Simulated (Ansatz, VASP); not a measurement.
**Two plane-wave programs on LiH**

File INCAR:

```
  PREC = Accurate
  ENCUT = 750
  EDIFF = 1E-6
  ISMEAR = 0
  SIGMA = 0.05
  LREAL = False
  LASPH = True
  NELM = 120
  ALGO = Normal
  ISIF = 2
  LWAVE = False
  LCHARG = False
  GGA = PE
  NBANDS = 9
  GGA_COMPAT = False
```

The input KPOINTS:

```
regular mesh
0
Gamma
  10 10 10
```

The input POSCAR:

```
LiH
1.0
    0.0000000000      2.0731500000      2.0325000000
    2.0325000000      0.0000000000      2.0325000000
    2.0325000000      2.0731500000      0.0000000000
Li H
1 1
Direct
    0.0000000000      0.0000000000      0.0000000000
    0.5000000000      0.5000000000      0.5000000000
```

Input for Ansatz:

```yaml
crystal:
  lattice:
    - [0.0, 2.07315, 2.0325]
    - [2.0325, 0.0, 2.0325]
    - [2.0325, 2.07315, 0.0]
  atoms:
    - { symbol: Li, position: [0.0, 0.0, 0.0] }
    - { symbol: H, position: [0.5, 0.5, 0.5] }
basis:
  ecutwfc: 420
kpoints:
  mp_grid: { grid: [10, 10, 10] }
hamiltonian:
  xc: pbe
scf:
  occupations: { method: gaussian, width: 0.05 }
output:
  forces: true
  stress: true
  eigenvalues: true
```

Change from the starting cell: strain +0.0200 x Voigt [0, 1, 0, 0, 0, 0], atoms carried along.

Alike in both runs: task single point; functional PBE; k mesh 10 × 10 × 10; occupations gaussian, width 0.05 eV; no spin polarisation.

|  | VASP | Ansatz |
| --- | --- | --- |
| version | VASP 6.6.1 | Ansatz 0.2.0 |
| potentials or method | VASP PAW PBE potentials, release 64 (Li_sv, H), cutoff 750 eV | scalar-relativistic, plane waves, PAW |
| valence electrons in the cell | 4 | 4 |

Ansatz gave:

* gap on the k mesh at the Fermi level (eV): 2.81
* least direct gap on the mesh (eV): 2.96
* pressure (GPa): -2.0
* traceless stress, the component that is largest in VASP (GPa): -0.71

Problem. Which values does VASP return?

Solution. gap on the k mesh at the Fermi level (eV): 2.81; least direct gap on the mesh (eV): 2.96; pressure (GPa): -2.2; traceless stress, the component that is largest in VASP (GPa): -0.72.
